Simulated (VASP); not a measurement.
Al: single point with r2SCAN

Crystal: Al.

```
CELL_PARAMETERS angstrom
2.74214 0.00000 0.00000
-1.37107 2.37477 0.00000
0.00000 0.00000 4.62351
ATOMIC_POSITIONS crystal
Al 0.66667 0.33333 0.75000
Al 0.33333 0.66667 0.25000
```

This cell differs from its parent crystal: strain -0.025 along x and y, -0.050 along z.

* Program: VASP 6.6.1
* Task: single point
* Functional: r2SCAN
* Potentials or basis: VASP PAW PBE potentials, release 64 (Al)
* Cutoff: 520 eV
* k mesh: 18 × 18 × 10
* Occupations: gaussian, width 0.15 eV
* Spin: no spin polarisation

- Pressure: 6.0 GPa
- Band gap on the k mesh: zero (band 3 reaches 13.23 eV, above the bottom of band 4 at 5.63 eV)

Stress tensor (GPa, compression positive):
```
6.50 0.00 0.00
0.00 6.50 0.00
0.00 0.00 4.90
```

Levels at points of the mesh, in eV from the Fermi level:
```csv
k point,band 1,band 2,band 3,band 4,band 5,band 6,band 7
"(0.00, 0.00, 0.00)",-12.53,-5.60,-5.10,12.60,12.60,12.70,12.70
"(0.50, 0.00, 0.00)",-5.83,-5.71,0.58,1.14,1.24,1.96,6.90
"(0.00, 0.00, 0.50)",-10.70,-10.70,3.19,3.19,13.49,13.49,13.49
"(0.50, 0.00, 0.50)",-4.52,-4.52,-3.39,-3.39,8.07,8.07,8.44
```

Run time: 2.2 min on 1 thread of Intel(R) Xeon(R) Platinum 8259CL CPU @ 2.50GHz (Skylake/Cascade Lake) (shared host), peak memory 0.17 GiB.

Caveat: the cell differs from its parent crystal (strain -0.025 along x and y, -0.050 along z); the PAW data sets were made with another functional, which shifts forces and pressure a little.
